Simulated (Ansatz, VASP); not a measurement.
## W in VASP and in Ansatz

```
W
1.0
    -1.35882    1.35882    1.35882
     1.35882   -1.35882    1.35882
     1.35882    1.35882   -1.35882
W
1
Direct
  0.00000 0.00000 0.00000
```

Change from the starting cell: volume scaled by 0.64, crystal datasets.

Alike in both runs: task single point; functional PBEsol; k mesh 19 × 19 × 19; occupations fermi-dirac, width 0.05 eV; no spin polarisation.

|  | VASP | Ansatz |
| --- | --- | --- |
| version | VASP 6.6.1 | Ansatz 0.2.0 |
| potentials or method | VASP PAW PBE potentials, release 64 (W_sv), cutoff 500 eV | all-electron PAW with datasets made for the crystal, scalar-relativistic |

VASP gave:

- pressure (GPa): 364.6

**Question.** Estimate Ansatz's values.

**Answer.** Pressure (GPa): 349.9.

VASP's potentials were made for PBE, not for PBEsol. Both programs put the cell under a high pressure, so it lies far from rest at this level. Ansatz ran all-electron here, and VASP with PAW potentials.

Spin-orbit coupling is off throughout. Noted on VASP's run: the cell as given lies far from equilibrium.
